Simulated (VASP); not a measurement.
Wanted: the native input for a VASP 6.6.1 run.

| Item | Value |
| --- | --- |
| Task | single point |
| Functional | r2SCAN |
| Potentials or basis | VASP PAW PBE potentials, release 64 (Ga_d, P) |
| Cutoff | 520 eV |
| k mesh | 8 × 8 × 8 |
| Occupations | gaussian, width 0.05 eV |
| Spin | no spin polarisation |
| Dipole correction | no |
| Further INCAR settings | ALGO = Normal; EDIFF = 1e-06; NBANDS = 16 |

Crystal: GaP.

```
Ga P
1.0
     0.00000    2.72525    2.72525
     2.92964    0.00000    2.72525
     2.92964    2.72525    0.00000
Ga P
1 1
Direct
  0.00000 0.00000 0.00000
  0.75000 0.75000 0.75000
```

This cell differs from its parent crystal: strain +0.0750 x Voigt [1, 0, 0, 0, 0, 0].

The input as run:

POSCAR

```
GaP
1.0
    0.0000000000      2.7252500000      2.7252500000
    2.9296437500      0.0000000000      2.7252500000
    2.9296437500      2.7252500000      0.0000000000
Ga P
1 1
Direct
    0.0000000000      0.0000000000      0.0000000000
    0.7500000000      0.7500000000      0.7500000000
```

INCAR.step1

```
  ALGO = Normal
  EDIFF = 1E-4
  ENCUT = 520
  GGA = PE
  ISMEAR = 0
  LASPH = True
  LCHARG = False
  LREAL = False
  LWAVE = True
  NBANDS = 16
  NELM = 100
  PREC = Accurate
  SIGMA = 0.05
```

INCAR.step2

```
  ALGO = Normal
  EDIFF = 1E-6
  ENCUT = 520
  ISIF = 2
  ISMEAR = 0
  ISTART = 1
  LASPH = True
  LCHARG = False
  LMIXTAU = True
  LREAL = False
  LWAVE = False
  METAGGA = R2SCAN
  NBANDS = 16
  NELM = 100
  PREC = Accurate
  SIGMA = 0.05
```

KPOINTS

```
k-points
0
Gamma
  8 8 8
```

Potentials or basis: VASP PAW PBE potentials, release 64 (Ga_d, P).

The run is started by

```bash
$ cat potpaw_PBE.64/Ga_d/POTCAR potpaw_PBE.64/P/POTCAR > POTCAR
$ cp INCAR.step1 INCAR
$ mpirun -np 1 vasp_std > vasp.out
$ cp INCAR.step2 INCAR
$ mpirun -np 1 vasp_std > vasp.out
```

Results of the run:

```json
{"Pressure": "-5.5 GPa", "Band gap on the k mesh": "1.52 eV, direct"}
```

Caveat: the cell differs from its parent crystal (strain +0.0750 x Voigt [1, 0, 0, 0, 0, 0]); the PAW data sets were made with another functional, which shifts forces and pressure a little.

Run time: 78 s on 1 thread of Intel(R) Xeon(R) 6975P-C (Granite Rapids), on a shared host, peak memory 0.19 GiB.
